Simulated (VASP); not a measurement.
# ScAl3 (P4/mmm) in VASP: a series of runs

ScAl3 is run at these levels: PBEsol; tasks: single point.

Program: VASP 6.6.1. These are calculated values, not measurements. Logs are shortened: lines on timing, memory, paths and dates and some standing lists are left out, and cuts for length are marked.

## Step 1: The cell of the first run

Symmetry: P4/mmm, No. 123, tetragonal system. The conventional cell has a = 3.990 Å, b = 3.990 Å, c = 4.120 Å, α = 90.00°, β = 90.00°, γ = 90.00°. Within 3.7 Å of Sc (site symmetry 4/mmm) lie 12 Al at 2.82 to 2.87 Å. Within 3.7 Å of Al (site symmetry mmm) lie 8 Al at 2.82 to 2.87 Å and 4 Sc at 2.87 Å. Within 3.7 Å of Al (site symmetry 4/mmm) lie 4 Sc at 2.82 Å and 8 Al at 2.87 Å.

## Step 2: Single point, PBEsol (biaxial strain in the a-b plane: -2.0 %)

Input file INCAR:

```
  PREC = Accurate
  ENCUT = 520
  EDIFF = 1E-6
  ISMEAR = 0
  SIGMA = 0.1
  LREAL = F
  LASPH = T
  NELM = 80
  ALGO = Fast
  ISIF = 2
  LWAVE = F
  LCHARG = T
  GGA = PS
  LELF = T
  LVHAR = T
  NBANDS = 18
```

Input file KPOINTS:

```
Automatic mesh
0
Gamma
  14 14 14
```

Input file POSCAR:

```
ScAl3
1.0
    3.9898726439      0.0000000000      0.0000000000
    0.0000000000      3.9898726439      0.0000000000
    0.0000000000      0.0000000000      4.1201541996
Sc Al
1 3
Direct
    0.0000000000      0.0000000000      0.0000000000
    0.5000000000      0.0000000000      0.5000000000
    0.0000000000      0.5000000000      0.5000000000
    0.5000000000      0.5000000000      0.0000000000
```

Potentials or basis: VASP PAW PBE potentials, release 64 (Sc_sv, Al).

Started as:

```bash
> cat potpaw_PBE.64/Sc_sv/POTCAR potpaw_PBE.64/Al/POTCAR > POTCAR
> mpirun -np 1 vasp_std > vasp.out
```

OUTCAR:

```text
PREC = Accurate
   ENCUT = 520
   EDIFF = 1E-6
   ISMEAR = 0
   LREAL = F
   LASPH = T
   NELM = 80
   ISIF = 2
   GGA = PS

 ion  position               nearest neighbor table
   1  0.000  0.000  0.000-   4 2.82   4 2.82   4 2.82   4 2.82   3 2.87   3 2.87   3 2.87   3 2.87
                             2 2.87   2 2.87   2 2.87   2 2.87
   2  0.500  0.000  0.500-   3 2.82   3 2.82   3 2.82   3 2.82   4 2.87   1 2.87   4 2.87   4 2.87
                             1 2.87   4 2.87   1 2.87   1 2.87
   3  0.000  0.500  0.500-   2 2.82   2 2.82   2 2.82   2 2.82   4 2.87   1 2.87   1 2.87   1 2.87
                             4 2.87   4 2.87   4 2.87   1 2.87
   4  0.500  0.500  0.000-   1 2.82   1 2.82   1 2.82   1 2.82   3 2.87   2 2.87   2 2.87   2 2.87
                             3 2.87   3 2.87   3 2.87   2 2.87

  LATTYP: Found a simple tetragonal cell.
 ALAT       =     3.9898726439
 C/A-ratio  =     1.0326530612

  Lattice vectors:

 A1 = (   3.9898726439,   0.0000000000,   0.0000000000)
 A2 = (   0.0000000000,   3.9898726439,   0.0000000000)
 A3 = (   0.0000000000,   0.0000000000,   4.1201541996)

Analysis of symmetry for initial positions (statically):
=====================================================================
 Subroutine PRICEL returns:
 Original cell was already a primitive cell.

 Routine SETGRP: Setting up the symmetry group for a
 simple tetragonal supercell.

 Subroutine GETGRP returns: Found 16 space group operations
 (whereof 16 operations were pure point group operations)
 out of a pool of 16 trial point group operations.

The static configuration has the point symmetry D_4h.

Analysis of symmetry for dynamics (positions and initial velocities):
=====================================================================
 Subroutine PRICEL returns:
 Original cell was already a primitive cell.

 Routine SETGRP: Setting up the symmetry group for a
 simple tetragonal supercell.

 Subroutine GETGRP returns: Found 16 space group operations
 (whereof 16 operations were pure point group operations)
 out of a pool of 16 trial point group operations.

The dynamic configuration has the point symmetry D_4h.

 Subroutine INISYM returns: Found 16 space group operations
 (whereof 16 operations are pure point group operations),
 and found     1 'primitive' translations

----------------------------------------------------------------------------------------

                                     Primitive cell

  volume of cell :      65.5891

  direct lattice vectors                    reciprocal lattice vectors
     3.989872644  0.000000000  0.000000000     0.250634566  0.000000000  0.000000000
     0.000000000  3.989872644  0.000000000     0.000000000  0.250634566  0.000000000
     0.000000000  0.000000000  4.120154200     0.000000000  0.000000000  0.242709363

  length of vectors
     3.989872644  3.989872644  4.120154200     0.250634566  0.250634566  0.242709363

  position of ions in fractional coordinates (direct lattice)
     0.000000000  0.000000000  0.000000000
     0.500000000  0.000000000  0.500000000
     0.000000000  0.500000000  0.500000000
     0.500000000  0.500000000  0.000000000

  ion indices of the primitive-cell ions
   primitive index   ion index
                 1           1
                 2           2
                 3           3
                 4           4

----------------------------------------------------------------------------------------

 KPOINTS: Automatic mesh

Automatic generation of k-mesh.
 Grid dimensions read from file:
 generate k-points for:   14   14   14

 Generating k-lattice:

  Cartesian coordinates                     Fractional coordinates (reciprocal lattice)
     0.017902469  0.000000000  0.000000000     0.071428571  0.000000000  0.000000000
     0.000000000  0.017902469  0.000000000     0.000000000  0.071428571  0.000000000
     0.000000000  0.000000000  0.017336383     0.000000000  0.000000000  0.071428571

  Length of vectors
     0.017902469  0.017902469  0.017336383

  Shift w.r.t. Gamma in fractional coordinates (k-lattice)
     0.000000000  0.000000000  0.000000000

 Subroutine IBZKPT returns following result:
 ===========================================

 Found    288 irreducible k-points:

 Following reciprocal coordinates:
            Coordinates               Weight
  0.000000  0.000000  0.000000      1.000000
  0.071429  0.000000  0.000000      4.000000
  0.142857  0.000000  0.000000      4.000000
  0.214286  0.000000  0.000000      4.000000
  0.285714  0.000000  0.000000      4.000000
  0.357143  0.000000  0.000000      4.000000
[... 16 lines left out ...]
  0.285714  0.214286  0.000000      8.000000
  0.357143  0.214286  0.000000      8.000000
 [... further k-points ...]
   k-points           NKPTS =    288   k-points in BZ     NKDIM =    288   number of bands    NBANDS=     18
   number of dos      NEDOS =    301   number of ions     NIONS =      4
   total plane-waves  NPLWV =  28800
   dimension x,y,z NGX =    30 NGY =   30 NGZ =   32
   dimension x,y,z NGXF=    60 NGYF=   60 NGZF=   64
   ions per type =               1   3
   NGX,Y,Z   is equivalent  to a cutoff of  12.50, 12.50, 12.91 a.u.
   NGXF,Y,Z  is equivalent  to a cutoff of  25.00, 25.00, 25.82 a.u.
 SYSTEM =  unknown system
   PREC   = accura    normal or accurate (medium, high low for compatibility)
   ISTART =      0    job   : 0-new  1-cont  2-samecut
   ICHARG =      2    charge: 1-file 2-atom 10-const
   ISPIN  =      1    spin polarized calculation?
   LNONCOLLINEAR =      F non collinear calculations
   LSORBIT =      F    spin-orbit coupling
   LASPH  =      T    aspherical Exc in radial PAW
   ENCUT  =  520.0 eV  38.22 Ry    6.18 a.u.   7.42  7.42  7.66*2*pi/ulx,y,z
   NELM   =     80;   NELMIN=  2; NELMDL= -5     # of ELM steps
   EDIFF  = 0.1E-05   stopping-criterion for ELM
   LREAL  =      F    real-space projection
   EDIFFG = 0.1E-04   stopping-criterion for IOM
   NSW    =      0    number of steps for IOM
   IBRION =     -1    ionic relax: 0-MD 1-quasi-New 2-CG
   NFREE  =      0    steps in history (QN), initial steepest desc. (CG)
   ISIF   =      2    stress and relaxation
   ISYM   =      2    0-nonsym 1-usesym 2-fastsym
   POTIM  = 0.5000    time-step for ionic-motion
   TEBEG  =    0.0;   TEEND  =   0.0 temperature during run
   PSTRESS=    0.0 pullay stress
   NELECT =      20.0000    total number of electrons
   NUPDOWN=      -1.0000    fix difference up-down
   EMIN   =  10.00;   EMAX   =-10.00  energy-range for DOS
   EFERMI =   0.00;   METHOD = LEGACY
   ISMEAR =     0;   SIGMA  =   0.10  broadening in eV -4-tet -1-fermi 0-gaus
   EFERMI_NEDOS =   21; number of points for ismear=-14 and -15
   IALGO  =     68    algorithm
   IMIX   =      4    mixing-type and parameters
     AMIX     =   0.40;   BMIX     =  1.00
     AMIX_MAG =   1.60;   BMIX_MAG =  1.00
  volume/ion in A,a.u.               =      16.40       110.65
  Fermi-wavevector in a.u.,A,eV,Ry     =   1.101897  2.082283 16.519880  1.214177
  Thomas-Fermi vector in A             =   2.238331
   LORBIT       =      0    0 simple, 1 ext, 2 COOP (PROOUT), +10 PAW based schemes
   GGA     = PS    functional components
   LHFCALC =     F    Hartree Fock is set to
   AEXX    =    0.0000 exact exchange contribution
   IVDW    =     0    specifies the selected vdW correction
   LEPSILON=     F    determine dielectric tensor
   LRPA    =     F    only Hartree local field effects (RPA)
 non-spin polarized calculation
 RMM-DIIS sequential band-by-band and
 Gauss-broadening in eV      SIGMA  =   0.10
  energy-cutoff  :      520.00
  volume of cell :       65.59
 maximum number of plane-waves:      1795
 NGX is ok and might be reduce to    30
   NGX = 15   NGY = 15   NGZ = 15

 number of electron      20.0000003 magnetization

 Free energy of the ion-electron system (eV)
  ---------------------------------------------------
  ext. energy  EPLUGINS =         0.00000000
  ---------------------------------------------------
  free energy    TOTEN  =       -20.72673199 eV

  energy without entropy =      -20.72026957  energy(sigma->0) =      -20.72350078

 E-fermi :   7.5773     XC(G=0): -10.6588

 val. band max:        7.5739988033   @ k =   0.4286   0.0714   0.1429
 cond. band min:       7.5782434129   @ k =   0.5000   0.2143   0.2857
 fundamental gap:      0.0042446096
 Fermi energy:         7.5773109368

 k-point     1 :       0.0000    0.0000    0.0000
  band No.  band energies     occupation
      1     -41.0378      2.00000
      2     -19.8666      2.00000
      3     -19.8456      2.00000
      4     -19.8456      2.00000
      5      -2.6632      2.00000
      6       4.7210      2.00000
[... 10 lines left out ...]
     17      13.0786      0.00000
     18      13.1034      0.00000

 k-point     2 :       0.0714    0.0000    0.0000
  band No.  band energies     occupation
      1     -41.0377      2.00000
      2     -19.8664      2.00000
      3     -19.8478      2.00000
      4     -19.8454      2.00000
      5      -2.6133      2.00000
      6       4.4995      2.00000
[... 10 lines left out ...]
     17      13.0598      0.00000
     18      13.1936      0.00000

 k-point     3 :       0.1429    0.0000    0.0000
  band No.  band energies     occupation
      1     -41.0374      2.00000
      2     -19.8659      2.00000
      3     -19.8540      2.00000
      4     -19.8449      2.00000
      5      -2.4645      2.00000
      6       3.7368      2.00000
[... 10 lines left out ...]
     17      13.1181      0.00000
     18      13.2876      0.00000

 k-point     4 :       0.2143    0.0000    0.0000
  band No.  band energies     occupation
      1     -41.0370      2.00000
      2     -19.8652      2.00000
      3     -19.8629      2.00000
      4     -19.8442      2.00000
      5      -2.2192      2.00000
      6       2.8817      2.00000
[... 10 lines left out ...]
     17      13.0825      0.00000
     18      13.4772      0.00000

 k-point     5 :       0.2857    0.0000    0.0000
  band No.  band energies     occupation
      1     -41.0366      2.00000
      2     -19.8728      2.00000
      3     -19.8644      2.00000
      4     -19.8434      2.00000
      5      -1.8821      2.00000
      6       2.0365      2.00000
[... 10 lines left out ...]
     17      12.5989      0.00000
     18      13.8020      0.00000

 k-point     6 :       0.3571    0.0000    0.0000
  band No.  band energies     occupation
      1     -41.0362      2.00000
      2     -19.8817      2.00000
      3     -19.8636      2.00000
      4     -19.8427      2.00000
      5      -1.4625      2.00000
      6       1.2414      2.00000
[... 10 lines left out ...]
     17      12.1465      0.00000
     18      13.2904      0.00000

 k-point     7 :       0.4286    0.0000    0.0000
  band No.  band energies     occupation
      1     -41.0359      2.00000
      2     -19.8879      2.00000
      3     -19.8631      2.00000
      4     -19.8422      2.00000
      5      -0.9889      2.00000
      6       0.5387      2.00000
[... 10 lines left out ...]
     17      11.8583      0.00000
     18      13.0453      0.00000

 k-point     8 :       0.5000    0.0000    0.0000
  band No.  band energies     occupation
      1     -41.0358      2.00000
      2     -19.8901      2.00000
      3     -19.8629      2.00000
      4     -19.8421      2.00000
      5      -0.6670      2.00000
      6       0.1399      2.00000
[... 10 lines left out ...]
     17      11.7672      0.00000
     18      12.9834      0.00000
[... 229 lines left out ...]
     17      12.2709      0.00000
     18      13.5570      0.00000

 k-point    20 :       0.4286    0.1429    0.0000
  band No.  band energies     occupation
      1     -41.0356      2.00000
      2     -19.8867      2.00000
      3     -19.8624      2.00000
      4     -19.8501      2.00000
      5      -0.8195      2.00000
      6       0.7233      2.00000
[... 10 lines left out ...]
     17      12.1638      0.00000
     18      13.4679      0.00000

 k-point    21 :       0.5000    0.1429    0.0000
  band No.  band energies     occupation
      1     -41.0355      2.00000
      2     -19.8889      2.00000
      3     -19.8623      2.00000
      4     -19.8499      2.00000
      5      -0.5135      2.00000
      6       0.3408      2.00000
[... 10 lines left out ...]
     17      12.0841      0.00000
     18      13.4537      0.00000

 k-point    22 :       0.2143    0.2143    0.0000
  band No.  band energies     occupation
      1     -41.0363      2.00000
      2     -19.8638      2.00000
      3     -19.8619      2.00000
      4     -19.8603      2.00000
      5      -1.7889      2.00000
      6       3.1428      2.00000
[... 10 lines left out ...]
     17      12.2765      0.00000
     18      13.1910      0.00000

 k-point    23 :       0.2857    0.2143    0.0000
  band No.  band energies     occupation
      1     -41.0358      2.00000
      2     -19.8708      2.00000
      3     -19.8630      2.00000
      4     -19.8600      2.00000
      5      -1.4631      2.00000
      6       2.3949      2.00000
[... 10 lines left out ...]
     17      12.4418      0.00000
     18      13.4032      0.00000

 k-point    24 :       0.3571    0.2143    0.0000
  band No.  band energies     occupation
      1     -41.0355      2.00000
      2     -19.8794      2.00000
      3     -19.8622      2.00000
      4     -19.8591      2.00000
      5      -1.0595      2.00000
      6       1.6233      2.00000
[... 10 lines left out ...]
     17      12.7222      0.00000
     18      13.1842      0.00000

 [... further k-points ...]

------------------------ aborting loop because EDIFF is reached ----------------------------------------

  FORCE on cell =-STRESS in cart. coord.  units (eV):
  Direction    XX          YY          ZZ          XY          YZ          ZX
  --------------------------------------------------------------------------------------
  -------------------------------------------------------------------------------------
  Total        1.9567200      1.9567200     -0.2187936      0.0000000     -0.0000000      0.0000000
  in kB       47.7977797     47.7977797     -5.3445809      0.0000000     -0.0000000      0.0000000
  external PRESSURE =      30.0836595 kB  Pullay stress =       0.0000000 kB

 VOLUME and BASIS-vectors are now :
 -----------------------------------------------------------------------------
  energy-cutoff  :      520.00
  volume of cell :       65.59
      direct lattice vectors                 reciprocal lattice vectors
     3.989872644  0.000000000  0.000000000     0.250634566  0.000000000  0.000000000
     0.000000000  3.989872644  0.000000000     0.000000000  0.250634566  0.000000000
     0.000000000  0.000000000  4.120154200     0.000000000  0.000000000  0.242709363

 POSITION                                       TOTAL-FORCE (eV/Angst)
 -----------------------------------------------------------------------------------
      0.00000      0.00000      0.00000         0.000000      0.000000      0.000000
      1.99494      0.00000      2.06008         0.000000      0.000000      0.000000
      0.00000      1.99494      2.06008         0.000000      0.000000      0.000000
      1.99494      1.99494      0.00000         0.000000      0.000000      0.000000
 -----------------------------------------------------------------------------------
    total drift:                                0.000000     -0.000000      0.000000

  FREE ENERGIE OF THE ION-ELECTRON SYSTEM (eV)
  ---------------------------------------------------
  free  energy   TOTEN  =       -20.7267319894 eV

  energy  without entropy=      -20.7202695737  energy(sigma->0) =      -20.72350078
```

Wall time 4.4 min (1 thread of Intel Xeon Platinum 8488C (Sapphire Rapids), shared host); peak memory 0.42 GiB.

Results:

```yaml
Free_energy: -20.7267 eV
Pressure: 3.0 GPa
Band_gap_on_the_k_mesh: zero (bands 10 and 11 overlap by 4.12 eV)
```

Caveat: the cell differs from its parent crystal (biaxial strain in the a-b plane: -2.0 %); the stress differs along the axes, from -1 to 5 GPa; the PAW data sets were made with another functional, which shifts forces and pressure a little.

(Part 1 of 2 ends here.)

The gap in the log of VASP goes by the Fermi energy; the results here count the filled bands.